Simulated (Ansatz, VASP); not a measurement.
**One calculation of ScCdF3, two programs**

```xyz
5
Lattice="4.4183 0.0000 0.0000 -2.2091 3.8263 0.0000 0.0000 0.0000 6.5213" Properties=species:S:1:pos:R:3 pbc="T T T"
Sc    0.0000    0.0000    0.0000
Cd    0.0000    0.0000    3.2606
F     2.2091    0.0000    0.0000
F    -1.1046    1.9132    0.0000
F     1.1046    1.9132    0.0000
```

Alike in both runs: functional PBE; k mesh 6 × 6 × 2; occupations gaussian, width 0.1 eV; no spin polarisation.

Ansatz relaxed the structure, and its values are those at the end. VASP's run is a single point on that final structure, the one shown.

|  | VASP | Ansatz |
| --- | --- | --- |
| version | VASP 6.6.1 | Ansatz 0.2.0 |
| potentials or method | VASP PAW PBE potentials, release 64 (Sc_sv, Cd_sv_GW, F), cutoff 700 eV | scalar-relativistic, plane waves, PAW |
| valence electrons in the cell | 52 | 52 |

|  | VASP | Ansatz | Ansatz less VASP |
| --- | --- | --- | --- |
| gap on the k mesh at the Fermi level (eV) | none | none | - |
| pressure (GPa) | 0.3 | 0.3 | +0.01 |

A gap of «none» marks a metal or a gap that the smearing closes.

The k mesh is coarse, so the values compare programs but aren't converged.
